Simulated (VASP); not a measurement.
# Pb (Fd-3m) in VASP: a series of runs

The runs below take Pb through single point, with HSE06, PBEsol.

Everything below comes from runs of VASP 6.6.1. Logs are shortened: lines on timing, memory, paths and dates and some standing lists are left out, and cuts for length are marked.

## Step 1: The cell of the first run

Symmetry: Fd-3m, No. 227, cubic system. Conventional cell: a = 7.004 Å, b = 7.004 Å, c = 7.004 Å, α = 90.00°, β = 90.00°, γ = 90.00°. Within 4.0 Å of Pb (site symmetry -43m) lie 4 Pb at 3.03 Å.

This isn't the form of Pb at room conditions, which is fcc.

## Step 2: Single point, HSE06

Input file POSCAR:

```
Pb
1.0
    0.0000000000      3.5018779516      3.5018779516
    3.5018779516      0.0000000000      3.5018779516
    3.5018779516      3.5018779516      0.0000000000
Pb
2
Direct
    0.2500000000      0.2500000000      0.2500000000
    0.0000000000      0.0000000000      0.0000000000
```

Input file INCAR.step1:

```
SYSTEM = Pb
ALGO = Normal ; EDIFF = 1E-5
ENCUT = 520 ; GGA = PE
ISIF = 2 ; ISMEAR = -1
LASPH = .True. ; LCHARG = .False.
LREAL = .False. ; LWAVE = .True.
NBANDS = 21 ; NELM = 60
PREC = Accurate ; SIGMA = 0.05
```

Input file INCAR.step2:

```
SYSTEM = Pb
ALGO = Normal ; EDIFF = 1E-6
ENCUT = 520 ; GGA = PE
HFSCREEN = 0.2079 ; ISIF = 2
ISMEAR = -1 ; ISTART = 1
LASPH = .True. ; LCHARG = .False.
LHFCALC = .True. ; LREAL = .False.
LWAVE = .False. ; NBANDS = 21
NELM = 60 ; PREC = Accurate
PRECFOCK = Normal ; SIGMA = 0.05
```

Input file KPOINTS:

```
k-points
0
Gamma
  4 4 4
  0 0 0
```

Potentials or basis: VASP PAW PBE potentials, release 64 (Pb_d).

On the command line:

```
$ cat potpaw_PBE.64/Pb_d/POTCAR > POTCAR
$ cp INCAR.step1 INCAR
$ mpirun -np 1 vasp_std > vasp.out
$ cp INCAR.step2 INCAR
$ mpirun -np 1 vasp_std > vasp.out
```

OUTCAR:

```text
SYSTEM = Pb
   EDIFF = 1E-6
   ENCUT = 520
   GGA = PE
   HFSCREEN = 0.2079
   ISIF = 2
   ISMEAR = -1
   ISTART = 1
   LASPH = .True.
   LHFCALC = .True.
   LREAL = .False.
   NELM = 60
   PREC = Accurate
   PRECFOCK = Normal

 ion  position               nearest neighbor table
   1  0.250  0.250  0.250-   2 3.03   2 3.03   2 3.03   2 3.03
   2  0.000  0.000  0.000-   1 3.03   1 3.03   1 3.03   1 3.03

  LATTYP: Found a face centered cubic cell.
 ALAT       =     7.0037559032

  Lattice vectors:

 A1 = (   0.0000000000,   3.5018779516,   3.5018779516)
 A2 = (   3.5018779516,   0.0000000000,   3.5018779516)
 A3 = (   3.5018779516,   3.5018779516,   0.0000000000)

Analysis of symmetry for initial positions (statically):
=====================================================================
 Subroutine PRICEL returns:
 Original cell was already a primitive cell.

 Routine SETGRP: Setting up the symmetry group for a
 face centered cubic supercell.

 Subroutine GETGRP returns: Found 48 space group operations
 (whereof 24 operations were pure point group operations)
 out of a pool of 48 trial point group operations.

The static configuration has the point symmetry T_d .
 The point group associated with its full space group is O_h .

Analysis of symmetry for dynamics (positions and initial velocities):
=====================================================================
 Subroutine PRICEL returns:
 Original cell was already a primitive cell.

 Routine SETGRP: Setting up the symmetry group for a
 face centered cubic supercell.

 Subroutine GETGRP returns: Found 48 space group operations
 (whereof 24 operations were pure point group operations)
 out of a pool of 48 trial point group operations.

The dynamic configuration has the point symmetry T_d .
 The point group associated with its full space group is O_h .

 Subroutine INISYM returns: Found 48 space group operations
 (whereof 24 operations are pure point group operations),
 and found     1 'primitive' translations

----------------------------------------------------------------------------------------

                                     Primitive cell

  volume of cell :      85.8881

  direct lattice vectors                    reciprocal lattice vectors
     0.000000000  3.501877952  3.501877952    -0.142780533  0.142780533  0.142780533
     3.501877952  0.000000000  3.501877952     0.142780533 -0.142780533  0.142780533
     3.501877952  3.501877952  0.000000000     0.142780533  0.142780533 -0.142780533

  length of vectors
     4.952403293  4.952403293  4.952403293     0.247303137  0.247303137  0.247303137

  position of ions in fractional coordinates (direct lattice)
     0.250000000  0.250000000  0.250000000
     0.000000000  0.000000000  0.000000000

  ion indices of the primitive-cell ions
   primitive index   ion index
                 1           1
                 2           2

----------------------------------------------------------------------------------------

 KPOINTS: k-points

Automatic generation of k-mesh.
 Grid dimensions read from file:
 generate k-points for:    4    4    4

 Generating k-lattice:

  Cartesian coordinates                     Fractional coordinates (reciprocal lattice)
    -0.035695133  0.035695133  0.035695133     0.250000000  0.000000000  0.000000000
     0.035695133 -0.035695133  0.035695133     0.000000000  0.250000000  0.000000000
     0.035695133  0.035695133 -0.035695133     0.000000000  0.000000000  0.250000000

  Length of vectors
     0.061825784  0.061825784  0.061825784

  Shift w.r.t. Gamma in fractional coordinates (k-lattice)
     0.000000000  0.000000000  0.000000000

 Subroutine IBZKPT returns following result:
 ===========================================

 Found      8 irreducible k-points:

 Following reciprocal coordinates:
            Coordinates               Weight
  0.000000  0.000000  0.000000      1.000000
  0.250000  0.000000  0.000000      8.000000
  0.500000  0.000000  0.000000      4.000000
  0.250000  0.250000  0.000000      6.000000
  0.500000  0.250000  0.000000     24.000000
 -0.250000  0.250000  0.000000     12.000000
  0.500000  0.500000  0.000000      3.000000
 -0.250000  0.500000  0.250000      6.000000
   k-points           NKPTS =      8   k-points in BZ     NKDIM =     64   number of bands    NBANDS=     21
   number of dos      NEDOS =    301   number of ions     NIONS =      2
   total plane-waves  NPLWV =  64000
   dimension x,y,z NGX =    40 NGY =   40 NGZ =   40
   dimension x,y,z NGXF=    80 NGYF=   80 NGZF=   80
   ions per type =               2
   NGX,Y,Z   is equivalent  to a cutoff of  13.43, 13.43, 13.43 a.u.
   NGXF,Y,Z  is equivalent  to a cutoff of  26.85, 26.85, 26.85 a.u.
 SYSTEM =  Pb
   PREC   = accura    normal or accurate (medium, high low for compatibility)
   ISTART =      1    job   : 0-new  1-cont  2-samecut
   ICHARG =      0    charge: 1-file 2-atom 10-const
   ISPIN  =      1    spin polarized calculation?
   LNONCOLLINEAR =      F non collinear calculations
   LSORBIT =      F    spin-orbit coupling
   LASPH  =      T    aspherical Exc in radial PAW
   ENCUT  =  520.0 eV  38.22 Ry    6.18 a.u.   9.21  9.21  9.21*2*pi/ulx,y,z
   NELM   =     60;   NELMIN=  2; NELMDL=  0     # of ELM steps
   EDIFF  = 0.1E-05   stopping-criterion for ELM
   LREAL  =      F    real-space projection
   EDIFFG = 0.1E-04   stopping-criterion for IOM
   NSW    =      0    number of steps for IOM
   IBRION =     -1    ionic relax: 0-MD 1-quasi-New 2-CG
   NFREE  =      0    steps in history (QN), initial steepest desc. (CG)
   ISIF   =      2    stress and relaxation
   ISYM   =      3    0-nonsym 1-usesym 2-fastsym
   POTIM  = 0.5000    time-step for ionic-motion
   TEBEG  =    0.0;   TEEND  =   0.0 temperature during run
   PSTRESS=    0.0 pullay stress
   NELECT =      28.0000    total number of electrons
   NUPDOWN=      -1.0000    fix difference up-down
   EMIN   =  10.00;   EMAX   =-10.00  energy-range for DOS
   EFERMI =   0.00;   METHOD = LEGACY
   ISMEAR =    -1;   SIGMA  =   0.05  broadening in eV -4-tet -1-fermi 0-gaus
   EFERMI_NEDOS =   21; number of points for ismear=-14 and -15
   IALGO  =     38    algorithm
   IMIX   =      1    mixing-type and parameters
     AMIX     =   0.40;   BMIX     =  1.00
     AMIX_MAG =   1.60;   BMIX_MAG =  1.00
  volume/ion in A,a.u.               =      42.94       289.80
  Fermi-wavevector in a.u.,A,eV,Ry     =   1.126721  2.129195 17.272608  1.269501
  Thomas-Fermi vector in A             =   2.263404
   LORBIT       =      0    0 simple, 1 ext, 2 COOP (PROOUT), +10 PAW based schemes
   GGA     = PE    functional components
   LHFCALC =     T    Hartree Fock is set to
   PRECFOCK=normal    Normal, Fast or Accurate (Low or Medium for compatibility)
   ENCUT4O =  -1.0   cutoff for four orbital integrals eV
   NKREDX  =     1    reduce k-point grid by
   NKREDY  =     1    reduce k-point grid by
   NKREDZ  =     1    reduce k-point grid by
   AEXX    =    0.2500 exact exchange contribution
   HFSCREEN=    0.2079 screening length (either q_TF or 0.3 A-1)
   HFSCREENC=   0.2079 screening length for correlation (either q_TF or 0.3 A-1)
   ENCUTFOCK=  -1.0 apply spherical cutoff to Coloumb kernel
   IVDW    =     0    specifies the selected vdW correction
   LEPSILON=     F    determine dielectric tensor
   LRPA    =     F    only Hartree local field effects (RPA)
 non-spin polarized calculation
  energy-cutoff  :      520.00
  volume of cell :       85.89
 maximum number of plane-waves:      2332
 NGX is ok and might be reduce to    40
  NGX = 28; NGY = 28; NGZ = 28

 number of electron      27.9999997 magnetization

 Free energy of the ion-electron system (eV)
  ---------------------------------------------------
  ext. energy  EPLUGINS =         0.00000000
  ---------------------------------------------------
  free energy    TOTEN  =        -7.53609522 eV

  energy without entropy =       -7.51097466  energy(sigma->0) =       -7.52353494

 E-fermi :   3.3850     XC(G=0):  -6.8808

 val. band max:        3.3779202852   @ k =   0.2500   0.0000   0.0000
 cond. band min:       4.1062477446   @ k =   0.0000   0.0000   0.0000
 fundamental gap:      0.7283274594
 Fermi energy:         3.3849566206

 k-point     1 :       0.0000    0.0000    0.0000
  band No.  band energies     occupation
      1     -15.2359      2.00000
      2     -15.2359      2.00000
      3     -15.2359      2.00000
      4     -15.1649      2.00000
      5     -15.1649      2.00000
      6     -14.7741      2.00000
[... 13 lines left out ...]
     20      12.2087      0.00000
     21      12.2087      0.00000

 k-point     2 :       0.2500    0.0000    0.0000
  band No.  band energies     occupation
      1     -15.2687      2.00000
      2     -15.2687      2.00000
      3     -15.2237      2.00000
      4     -15.1136      2.00000
      5     -15.1136      2.00000
      6     -14.8239      2.00000
[... 13 lines left out ...]
     20      11.2562      0.00000
     21      11.2562      0.00000

 k-point     3 :       0.5000    0.0000    0.0000
  band No.  band energies     occupation
      1     -15.2814      2.00000
      2     -15.2814      2.00000
      3     -15.2106      2.00000
      4     -15.0884      2.00000
      5     -15.0884      2.00000
      6     -14.8413      2.00000
[... 13 lines left out ...]
     20      12.0042      0.00000
     21      12.6215      0.00000

 k-point     4 :       0.2500    0.2500    0.0000
  band No.  band energies     occupation
      1     -15.2702      2.00000
      2     -15.2702      2.00000
      3     -15.2470      2.00000
      4     -15.1036      2.00000
      5     -15.0422      2.00000
      6     -14.9418      2.00000
[... 13 lines left out ...]
     20      11.3339      0.00000
     21      13.1060      0.00000

 k-point     5 :       0.5000    0.2500    0.0000
  band No.  band energies     occupation
      1     -15.3184      2.00000
      2     -15.2926      2.00000
      3     -15.1717      2.00000
      4     -15.0401      2.00000
      5     -15.0080      2.00000
      6     -14.9757      2.00000
[... 13 lines left out ...]
     20      12.4352      0.00000
     21      13.0101      0.00000

 k-point     6 :      -0.2500    0.2500    0.0000
  band No.  band energies     occupation
      1     -15.3101      2.00000
      2     -15.2961      2.00000
      3     -15.1634      2.00000
      4     -15.0845      2.00000
      5     -15.0352      2.00000
      6     -14.9017      2.00000
[... 13 lines left out ...]
     20      11.4185      0.00000
     21      12.8378      0.00000

 k-point     7 :       0.5000    0.5000    0.0000
  band No.  band energies     occupation
      1     -15.2994      2.00000
      2     -15.2994      2.00000
      3     -15.1434      2.00000
      4     -15.1434      2.00000
      5     -14.9566      2.00000
      6     -14.9566      2.00000
[... 13 lines left out ...]
     20      12.2506      0.00000
     21      14.3648      0.00000

 k-point     8 :      -0.2500    0.5000    0.2500
  band No.  band energies     occupation
      1     -15.3225      2.00000
      2     -15.3225      2.00000
      3     -15.0700      2.00000
      4     -15.0700      2.00000
      5     -14.9699      2.00000
      6     -14.9699      2.00000
[... 13 lines left out ...]
     20      12.7368      0.00000
     21      13.8897      0.00000

------------------------ aborting loop because EDIFF is reached ----------------------------------------

  FORCE on cell =-STRESS in cart. coord.  units (eV):
  Direction    XX          YY          ZZ          XY          YZ          ZX
  --------------------------------------------------------------------------------------
  -------------------------------------------------------------------------------------
  Total       -0.0277305     -0.0277305     -0.0277305      0.0000000      0.0000000      0.0000000
  in kB       -0.5172912     -0.5172912     -0.5172912      0.0000000      0.0000000      0.0000000
  external PRESSURE =      -0.5172912 kB  Pullay stress =       0.0000000 kB

 VOLUME and BASIS-vectors are now :
 -----------------------------------------------------------------------------
  energy-cutoff  :      520.00
  volume of cell :       85.89
      direct lattice vectors                 reciprocal lattice vectors
     0.000000000  3.501877952  3.501877952    -0.142780533  0.142780533  0.142780533
     3.501877952  0.000000000  3.501877952     0.142780533 -0.142780533  0.142780533
     3.501877952  3.501877952  0.000000000     0.142780533  0.142780533 -0.142780533

 POSITION                                       TOTAL-FORCE (eV/Angst)
 -----------------------------------------------------------------------------------
      1.75094      1.75094      1.75094         0.000000      0.000000      0.000000
      0.00000      0.00000      0.00000        -0.000000     -0.000000     -0.000000
 -----------------------------------------------------------------------------------
    total drift:                                0.000000     -0.000000      0.000000

  FREE ENERGIE OF THE ION-ELECTRON SYSTEM (eV)
  ---------------------------------------------------
  free  energy   TOTEN  =        -7.5360952184 eV

  energy  without entropy=       -7.5109746565  energy(sigma->0) =       -7.52353494
```

Wall time 27 min (1 thread of Intel Xeon Platinum 8259CL at 2.50GHz (Skylake/Cascade Lake), shared host); peak memory 0.34 GiB.

Results:

```yaml
Free_energy: -7.5361 eV
Pressure: -0.1 GPa
Band_gap_on_the_k_mesh: zero (bands 14 and 15 overlap by 1.20 eV)
```

Caveat: the k points lie up to 0.39 Å⁻¹ apart, too coarse for converged energies and pressures of a metal; the PAW data sets were made with another functional, which shifts forces and pressure a little; spin-orbit coupling is left out, which moves the levels of the heavy elements.

## Step 3: Single point, PBEsol (39.86 Å³/atom)

This run uses another cell than the first one, of 39.86 Å³/atom.

Input file INCAR:

```
  ALGO = Normal
  EDIFF = 1E-6
  ENCUT = 520
  GGA = PS
  ISIF = 2
  ISMEAR = -1
  LASPH = True
  LCHARG = False
  LREAL = False
  LWAVE = False
  NBANDS = 21
  NELM = 100
  PREC = Accurate
  SIGMA = 0.05
```

Input file KPOINTS:

```
k-points
0
Gamma
  7 7 7
```

Input file POSCAR:

```
Pb
1.0
    0.0000000000      3.4159188228      3.4159188228
    3.4159188228      0.0000000000      3.4159188228
    3.4159188228      3.4159188228      0.0000000000
Pb
2
Direct
    0.2500000000      0.2500000000      0.2500000000
    0.0000000000      0.0000000000      0.0000000000
```

Potentials or basis: VASP PAW PBE potentials, release 64 (Pb_d).

On the command line:

```
$ cat potpaw_PBE.64/Pb_d/POTCAR > POTCAR
$ mpirun -np 1 vasp_std > vasp.out
```

Run time: 18 s. Hardware: 1 thread of Intel Xeon Platinum 8488C (Sapphire Rapids), shared host; peak memory 0.2 GiB.

Results (log left out):

* Free energy: -7.3410 eV
* Pressure: 1.1 GPa
* Band gap on the k mesh: zero (bands 14 and 15 overlap by 1.14 eV)

Levels at points of the mesh, in eV from the Fermi level:
```tsv
k point	band 11	band 12	band 13	band 14	band 15	band 16	band 17	band 18
(0.00, 0.00, 0.00)	-11.28	-3.83	0.41	0.41	0.41	2.43	2.43	2.43
```

Caveat: the PAW data sets were made with another functional, which shifts forces and pressure a little; spin-orbit coupling is left out, which moves the levels of the heavy elements.

[end of part 1 of 2]

The gap in the log of VASP goes by the Fermi energy; the results here count the filled bands.